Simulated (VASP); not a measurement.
A run of VASP 6.6.1 is set up as follows.

Contents of INCAR:

```
SYSTEM = Cu
PREC = Accurate ; ENCUT = 520
EDIFF = 1E-7 ; ISMEAR = -1
SIGMA = 0.05 ; LREAL = .FALSE.
LASPH = .TRUE. ; NELM = 60
ALGO = Fast ; ISIF = 2
LWAVE = .FALSE. ; LCHARG = .FALSE.
GGA = PE ; NBANDS = 18
```

File KPOINTS:

```
regular mesh
0
G
  11 11 11
  0 0 0
```

The input POSCAR:

```
Cu
1.0
    1.2423612020     -4.0543660062      0.0000000000
    1.2423612020      4.0543660062      0.0000000000
    0.0000000000      0.0000000000      2.5240469776
Cu
2
Direct
    0.8661333500      0.1338666500      0.7500000000
    0.1338666500      0.8661333500      0.2500000000
```

Potentials or basis: VASP PAW PBE potentials, release 64 (Cu).

The run is started by

```bash
$ cat potpaw_PBE.64/Cu/POTCAR > POTCAR
$ mpirun -np 1 vasp_std > vasp.out
```

**Question.** Predict the band gap on the k mesh.

**Answer.** Zero (bands 11 and 12 overlap by 5.32 eV).

**Question.** What does it give for the largest force?

**Answer.** 0.019 eV/Å.

**Question.** What does it give for the pressure?

**Answer.** -0.9 GPa.

Stress tensor (GPa, compression positive):
```
-0.57  0.00  0.00
 0.00 -1.56  0.00
 0.00  0.00 -0.65
```
